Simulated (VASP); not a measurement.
# Al in VASP: a series of runs

Runs on Al. Level: PBE. Tasks: single point, relaxation of cell and atoms.

All numbers are computed with VASP 6.6.1; they aren't measurements. Logs are shortened: lines on timing, memory, paths and dates and some standing lists are left out, and cuts for length are marked.

## 1. The cell of the first run

The typed cell holds 3 atoms: a = 4.376 Å, b = 4.376 Å, c = 4.376 Å, α = 120.02°, β = 120.02°, γ = 89.96°.

The cell was built from a structure type or drawn by symmetry, and may not be a known phase.

## 2. Single point, PBE

Input file INCAR:

```
PREC     = Accurate       # precision mode
ENCUT    = 520            # plane-wave cutoff, eV
EDIFF    = 1E-7           # SCF threshold, eV
ISMEAR   = 0              # smearing method
SIGMA    = 0.1            # smearing width, eV
LREAL    = F              # projectors in reciprocal space
LASPH    = T              # aspherical terms in the spheres
NELM     = 80             # most SCF steps
ALGO     = Fast           # electronic algorithm
ISIF     = 2              # what is computed and relaxed
LWAVE    = F              # write WAVECAR
LCHARG   = T              # write CHGCAR
GGA      = PE             # functional
LELF     = T              # ELF
LVHAR    = T            
NBANDS   = 12             # bands
```

Input file KPOINTS:

```
regular mesh
0
Gamma
  6 6 6
```

Input file POSCAR:

```
Al
1.0
   -2.1874834931      2.1874834931      3.0955963428
    2.1874834931     -2.1874834931      3.0955963428
    2.1874834931      2.1874834931     -3.0955963428
Al
3
Direct
    0.5924155136      0.5924155136      0.0000000000
    0.3427224132      0.8427224132      0.5000000000
    0.8427224132      0.3427224132      0.5000000000
```

Potentials or basis: VASP PAW PBE potentials, release 64 (Al).

Started as:

```
cat potpaw_PBE.64/Al/POTCAR > POTCAR
mpirun -np 1 vasp_std > vasp.out
```

OUTCAR:

```text
PREC = Accurate
   ENCUT = 520
   EDIFF = 1E-7
   ISMEAR = 0
   LREAL = F
   LASPH = T
   NELM = 80
   ISIF = 2
   GGA = PE

 ion  position               nearest neighbor table
   1  0.592  0.592  0.000-   2 2.68   3 2.68   2 2.68   3 2.68   2 2.68   3 2.68   2 2.68   3 2.68

   2  0.343  0.843  0.500-   1 2.68   1 2.68   1 2.68   1 2.68   3 3.09   3 3.09   3 3.09   3 3.09
                             3 3.10   3 3.10
   3  0.843  0.343  0.500-   1 2.68   1 2.68   1 2.68   1 2.68   2 3.09   2 3.09   2 3.09   2 3.09
                             2 3.10   2 3.10

  LATTYP: Found a body centered tetragonal cell.
 ALAT       =     4.3749669862
 C/A-ratio  =     1.4151404354

  Lattice vectors:

 A1 = (  -2.1874834931,   2.1874834931,   3.0955963428)
 A2 = (   2.1874834931,  -2.1874834931,   3.0955963428)
 A3 = (   2.1874834931,   2.1874834931,  -3.0955963428)

Analysis of symmetry for initial positions (statically):
=====================================================================
 Subroutine PRICEL returns:
 Original cell was already a primitive cell.

 Routine SETGRP: Setting up the symmetry group for a
 body centered tetragonal supercell.

 Subroutine GETGRP returns: Found  8 space group operations
 (whereof  8 operations were pure point group operations)
 out of a pool of 16 trial point group operations.

The static configuration has the point symmetry C_4v.

Analysis of symmetry for dynamics (positions and initial velocities):
=====================================================================
 Subroutine PRICEL returns:
 Original cell was already a primitive cell.

 Routine SETGRP: Setting up the symmetry group for a
 body centered tetragonal supercell.

 Subroutine GETGRP returns: Found  8 space group operations
 (whereof  8 operations were pure point group operations)
 out of a pool of 16 trial point group operations.

The dynamic configuration has the point symmetry C_4v.

 Subroutine INISYM returns: Found  8 space group operations
 (whereof  8 operations are pure point group operations),
 and found     1 'primitive' translations

----------------------------------------------------------------------------------------

                                     Primitive cell

  volume of cell :      59.2508

  direct lattice vectors                    reciprocal lattice vectors
    -2.187483493  2.187483493  3.095596343     0.000000000  0.228573153  0.161519767
     2.187483493 -2.187483493  3.095596343     0.228573153  0.000000000  0.161519767
     2.187483493  2.187483493 -3.095596343     0.228573153  0.228573153  0.000000000

  length of vectors
     4.376400894  4.376400894  4.376400894     0.279882693  0.279882693  0.323251254

  position of ions in fractional coordinates (direct lattice)
     0.592415514  0.592415514  0.000000000
     0.342722413  0.842722413  0.500000000
     0.842722413  0.342722413  0.500000000

  ion indices of the primitive-cell ions
   primitive index   ion index
                 1           1
                 2           2
                 3           3

----------------------------------------------------------------------------------------

 KPOINTS: regular mesh

Automatic generation of k-mesh.
 Grid dimensions read from file:
 generate k-points for:    6    6    6

 Generating k-lattice:

  Cartesian coordinates                     Fractional coordinates (reciprocal lattice)
     0.000000000  0.038095526  0.026919961     0.166666667 -0.000000000  0.000000000
     0.038095526  0.000000000  0.026919961    -0.000000000  0.166666667  0.000000000
     0.038095526  0.038095526  0.000000000     0.000000000  0.000000000  0.166666667

  Length of vectors
     0.046647115  0.046647115  0.053875209

  Shift w.r.t. Gamma in fractional coordinates (k-lattice)
     0.000000000  0.000000000  0.000000000

 Subroutine IBZKPT returns following result:
 ===========================================

 Found     30 irreducible k-points:

 Following reciprocal coordinates:
            Coordinates               Weight
  0.000000  0.000000  0.000000      1.000000
  0.166667  0.000000  0.000000      8.000000
  0.333333 -0.000000  0.000000      8.000000
  0.500000 -0.000000  0.000000      4.000000
  0.166667  0.166667  0.000000      8.000000
  0.333333  0.166667  0.000000     16.000000
[... 16 lines left out ...]
 -0.333333 -0.333333  0.166667      8.000000
 -0.166667 -0.333333  0.166667      8.000000
 [... further k-points ...]
   k-points           NKPTS =     30   k-points in BZ     NKDIM =     30   number of bands    NBANDS=     12
   number of dos      NEDOS =    301   number of ions     NIONS =      3
   total plane-waves  NPLWV =  46656
   dimension x,y,z NGX =    36 NGY =   36 NGZ =   36
   dimension x,y,z NGXF=    72 NGYF=   72 NGZF=   72
   ions per type =               3
   NGX,Y,Z   is equivalent  to a cutoff of  13.68, 13.68, 13.68 a.u.
   NGXF,Y,Z  is equivalent  to a cutoff of  27.35, 27.35, 27.35 a.u.
 SYSTEM =  unknown system
   PREC   = accura    normal or accurate (medium, high low for compatibility)
   ISTART =      0    job   : 0-new  1-cont  2-samecut
   ICHARG =      2    charge: 1-file 2-atom 10-const
   ISPIN  =      1    spin polarized calculation?
   LNONCOLLINEAR =      F non collinear calculations
   LSORBIT =      F    spin-orbit coupling
   LASPH  =      T    aspherical Exc in radial PAW
   ENCUT  =  520.0 eV  38.22 Ry    6.18 a.u.   8.14  8.14  8.14*2*pi/ulx,y,z
   NELM   =     80;   NELMIN=  2; NELMDL= -5     # of ELM steps
   EDIFF  = 0.1E-06   stopping-criterion for ELM
   LREAL  =      F    real-space projection
   EDIFFG = 0.1E-05   stopping-criterion for IOM
   NSW    =      0    number of steps for IOM
   IBRION =     -1    ionic relax: 0-MD 1-quasi-New 2-CG
   NFREE  =      0    steps in history (QN), initial steepest desc. (CG)
   ISIF   =      2    stress and relaxation
   ISYM   =      2    0-nonsym 1-usesym 2-fastsym
   POTIM  = 0.5000    time-step for ionic-motion
   TEBEG  =    0.0;   TEEND  =   0.0 temperature during run
   PSTRESS=    0.0 pullay stress
   NELECT =       9.0000    total number of electrons
   NUPDOWN=      -1.0000    fix difference up-down
   EMIN   =  10.00;   EMAX   =-10.00  energy-range for DOS
   EFERMI =   0.00;   METHOD = LEGACY
   ISMEAR =     0;   SIGMA  =   0.10  broadening in eV -4-tet -1-fermi 0-gaus
   EFERMI_NEDOS =   21; number of points for ismear=-14 and -15
   IALGO  =     68    algorithm
   IMIX   =      4    mixing-type and parameters
     AMIX     =   0.40;   BMIX     =  1.00
     AMIX_MAG =   1.60;   BMIX_MAG =  1.00
  volume/ion in A,a.u.               =      19.75       133.28
  Fermi-wavevector in a.u.,A,eV,Ry     =   0.873490  1.650656 10.381027  0.762984
  Thomas-Fermi vector in A             =   1.992887
   LORBIT       =      0    0 simple, 1 ext, 2 COOP (PROOUT), +10 PAW based schemes
   GGA     = PE    functional components
   LHFCALC =     F    Hartree Fock is set to
   AEXX    =    0.0000 exact exchange contribution
   IVDW    =     0    specifies the selected vdW correction
   LEPSILON=     F    determine dielectric tensor
   LRPA    =     F    only Hartree local field effects (RPA)
 non-spin polarized calculation
 RMM-DIIS sequential band-by-band and
 Gauss-broadening in eV      SIGMA  =   0.10
  energy-cutoff  :      520.00
  volume of cell :       59.25
 maximum number of plane-waves:      1639
 NGX is ok and might be reduce to    36
   NGX = 17   NGY = 17   NGZ = 17

 number of electron       9.0000000 magnetization

 Free energy of the ion-electron system (eV)
  ---------------------------------------------------
  ext. energy  EPLUGINS =         0.00000000
  ---------------------------------------------------
  free energy    TOTEN  =       -10.72556047 eV

  energy without entropy =      -10.72281005  energy(sigma->0) =      -10.72418526

 E-fermi :   6.0200     XC(G=0):  -9.3843

 val. band max:        5.9772009416   @ k =   0.5000   0.5000   0.3333
 cond. band min:       6.1902118433   @ k =   0.5000  -0.0000   0.0000
 fundamental gap:      0.2130109017
 Fermi energy:         6.0200208825

 k-point     1 :       0.0000    0.0000    0.0000
  band No.  band energies     occupation
      1      -4.0086      2.00000
      2       6.2624      0.00061
      3       6.2624      0.00061
      4       6.2671      0.00048
      5       6.7257      0.00000
      6       6.7301      0.00000
      7       6.7301      0.00000
      8       7.7661      0.00000
      9      10.1026      0.00000
     10      10.8475      0.00000
     11      10.8555      0.00000
     12      11.5058      0.00000

 k-point     2 :       0.1667    0.0000    0.0000
  band No.  band energies     occupation
      1      -3.6988      2.00000
      2       3.6692      2.00000
      3       5.6170      2.00000
      4       5.6182      2.00000
      5       6.7734      0.00000
      6       7.4201      0.00000
      7       7.4216      0.00000
      8       9.4112      0.00000
      9       9.7705      0.00000
     10       9.7742      0.00000
     11      10.9951      0.00000
     12      11.8542      0.00000

 k-point     3 :       0.3333   -0.0000    0.0000
  band No.  band energies     occupation
      1      -2.7883      2.00000
      2       1.0542      2.00000
      3       5.1934      2.00000
      4       5.1971      2.00000
      5       6.3421      0.00001
      6       7.0664      0.00000
      7       7.0703      0.00000
      8       9.4793      0.00000
      9      10.8954      0.00000
     10      10.8990      0.00000
     11      12.2529      0.00000
     12      15.5327      0.00000
[... 286 lines left out ...]
 k-point    23 :      -0.3333   -0.3333    0.1667
  band No.  band energies     occupation
      1      -1.9831      2.00000
      2       1.5705      2.00000
      3       1.8299      2.00000
      4       3.4431      2.00000
      5       6.3422      0.00001
      6       7.9818      0.00000
      7       8.1031      0.00000
      8      10.6078      0.00000
      9      12.3850      0.00000
     10      12.8403      0.00000
     11      13.0916      0.00000
     12      14.5166      0.00000

 k-point    24 :      -0.1667   -0.3333    0.1667
  band No.  band energies     occupation
      1      -2.8818      2.00000
      2       2.0875      2.00000
      3       3.9771      2.00000
      4       4.1957      2.00000
      5       5.5414      2.00000
      6       8.0220      0.00000
      7       8.7505      0.00000
      8       8.9347      0.00000
      9      11.0470      0.00000
     10      11.8639      0.00000
     11      13.0051      0.00000
     12      14.3031      0.00000

 [... further k-points ...]

------------------------ aborting loop because EDIFF is reached ----------------------------------------

  FORCE on cell =-STRESS in cart. coord.  units (eV):
  Direction    XX          YY          ZZ          XY          YZ          ZX
  --------------------------------------------------------------------------------------
  -------------------------------------------------------------------------------------
  Total        0.0395259      0.0395259      0.0326478      0.0000000     -0.0000000      0.0000000
  in kB        1.0688047      1.0688047      0.8828156      0.0000000     -0.0000000      0.0000000
  external PRESSURE =       1.0068083 kB  Pullay stress =       0.0000000 kB

 VOLUME and BASIS-vectors are now :
 -----------------------------------------------------------------------------
  energy-cutoff  :      520.00
  volume of cell :       59.25
      direct lattice vectors                 reciprocal lattice vectors
    -2.187483493  2.187483493  3.095596343     0.000000000  0.228573153  0.161519767
     2.187483493 -2.187483493  3.095596343     0.228573153  0.000000000  0.161519767
     2.187483493  2.187483493 -3.095596343     0.228573153  0.228573153  0.000000000

 POSITION                                       TOTAL-FORCE (eV/Angst)
 -----------------------------------------------------------------------------------
      0.00000      0.00000      3.66776        -0.000000     -0.000000      0.011737
      2.18748      0.00000      2.12186        -0.000000      0.000000     -0.005868
      0.00000      2.18748      2.12186         0.000000     -0.000000     -0.005868
 -----------------------------------------------------------------------------------
    total drift:                                0.000000      0.000000      0.000005

  FREE ENERGIE OF THE ION-ELECTRON SYSTEM (eV)
  ---------------------------------------------------
  free  energy   TOTEN  =       -10.7255604717 eV

  energy  without entropy=      -10.7228100458  energy(sigma->0) =      -10.72418526
```

Run time: 44 s. Hardware: 1 thread of Intel Xeon 8259CL, shared host; peak memory 0.19 GiB.

What came out:

```
Free energy            : -10.7256 eV
Pressure               : 0.1 GPa
Largest force          : 0.012 eV/Å
Band gap on the k mesh : zero (an odd number of electrons rules out a gap without spin polarisation)
```

Forces in eV/Å, atoms in the order of the input:
```
Al   0.000  0.000  0.012
Al   0.000  0.000 -0.006
Al   0.000  0.000 -0.006
```

## 3. Single point, PBE

This run uses another cell than the first one, of 19.99 Å³/atom.

Input file INCAR:

```
SYSTEM = Al
ALGO = Normal
EDIFF = 1E-7
ENCUT = 520
GGA = PE
ISIF = 2
ISMEAR = 0
LASPH = .True.
LCHARG = .True.
LELF = .True.
LREAL = .False.
LVHAR = .True.
LWAVE = .False.
NBANDS = 12
NELM = 100
PREC = Accurate
SIGMA = 0.1
```

Input file KPOINTS:

```
k-points
0
Gamma
  14 14 14
  0 0 0
```

Input file POSCAR:

```
Al
1.0
    0.0000000000      3.1067620997      3.1067620997
    3.1067620997      0.0000000000      3.1067620997
    3.1067620997      3.1067620997      0.0000000000
Al
3
Direct
    0.5000000000      0.5000000000      0.5000000000
    0.2500000000      0.2500000000      0.2500000000
    0.7500000000      0.7500000000      0.7500000000
```

Potentials or basis: VASP PAW PBE potentials, release 64 (Al).

Started as:

```
cat potpaw_PBE.64/Al/POTCAR > POTCAR
mpirun -np 1 vasp_std > vasp.out
```

Run time: 1.9 min. Hardware: 1 thread of Intel Xeon 8259CL, shared host; peak memory 0.22 GiB.

Results (log left out):

- Free energy: -10.7145 eV
- Pressure: -0.1 GPa
- Band gap on the k mesh: zero (an odd number of electrons rules out a gap without spin polarisation)

Levels at points of the mesh, in eV from the Fermi level:
```
           k point  band 3  band 4  band 5  band 6  band 7  band 8
(0.00, 0.00, 0.00)    0.16    0.16    0.62    0.62    0.62    1.57
(0.50, 0.00, 0.00)   -1.01   -1.01    0.04    0.60    0.60    3.03
(0.50, 0.50, 0.00)   -2.91   -2.91   -2.90   -0.25    6.43    6.43
```

(Continued in part 2 of 2.)
